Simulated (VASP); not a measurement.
Set up this calculation in VASP 6.6.1, as the native input.

```yaml
Task: single point
Functional: LDA
Potentials_or_basis: VASP PAW LDA potentials, release 64 (Al, H)
Cutoff: 520 eV
k_mesh: 6 × 6 × 1
Occupations: gaussian, width 0.1 eV
Spin: no spin polarisation
Dipole_correction: yes
Further_INCAR_settings: ALGO = Normal; EDIFF = 1e-07; NBANDS = 30
```

The structure of Al12H lies in POSCAR:

```
Al12H
1.0
    5.6336864728      0.0000000000      0.0000000000
   -2.8168432364      4.8789156024      0.0000000000
    0.0000000000      0.0000000000     20.0321727773
Al H
12 1
Direct
    0.3333333333      0.1666666667      0.1996787889
    0.3333333333      0.6666666666      0.1996787889
    0.8333333333      0.1666666667      0.1996787889
    0.8333333333      0.6666666667      0.1996787889
    0.1666666667      0.3333333334      0.3128097090
    0.1666666667      0.8333333334      0.3128097090
    0.6666666667      0.3333333333      0.3128097090
    0.6666666667      0.8333333333      0.3128097090
    0.0000000000      0.0000000000      0.4259234818
    0.0000000000      0.5000000000      0.4259234818
    0.5000000000      0.0000000000      0.4259234818
    0.5000000000      0.5000000000      0.4259234818
    0.0000000000      0.2500000000      0.4823637041
```

One way to write it, as run:

INCAR

```
SYSTEM = Al12H
PREC     = Accurate       ! precision mode
ENCUT    = 520            ! plane-wave cutoff, eV
EDIFF    = 1E-7           ! SCF threshold, eV
ISMEAR   = 0              ! smearing method
SIGMA    = 0.1            ! smearing width, eV
LREAL    = .FALSE.        ! projectors in reciprocal space
LASPH    = .TRUE.         ! aspherical terms in the spheres
NELM     = 80             ! most SCF steps
ALGO     = Normal         ! electronic algorithm
ISIF     = 2              ! what is computed and relaxed
LWAVE    = .FALSE.        ! write WAVECAR
LCHARG   = .TRUE.         ! write CHGCAR
LDIPOL   = .TRUE.       
IDIPOL   = 3            
DIPOL    = 0.5 0.5 0.326
GGA      = CA             ! functional
LELF     = .TRUE.         ! ELF
LVHAR    = .TRUE.       
LVACPOTAV= .TRUE.       
NBANDS   = 30             ! bands
```

KPOINTS

```
regular mesh
0
G
  6 6 1
  0 0 0
```

Potentials or basis: VASP PAW LDA potentials, release 64 (Al, H).

Launch:

```console
$ cat potpaw_LDA.64/Al/POTCAR potpaw_LDA.64/H/POTCAR > POTCAR
$ mpirun -np 1 vasp_std > vasp.out
```

It gave:

```json
{"Largest force": "0.515 eV/Å", "Band gap on the k mesh": "zero (an odd number of electrons rules out a gap without spin polarisation)"}
```

It took 13 min on 1 thread of Intel Xeon 8259CL, on a shared host, peak memory 0.51 GiB.
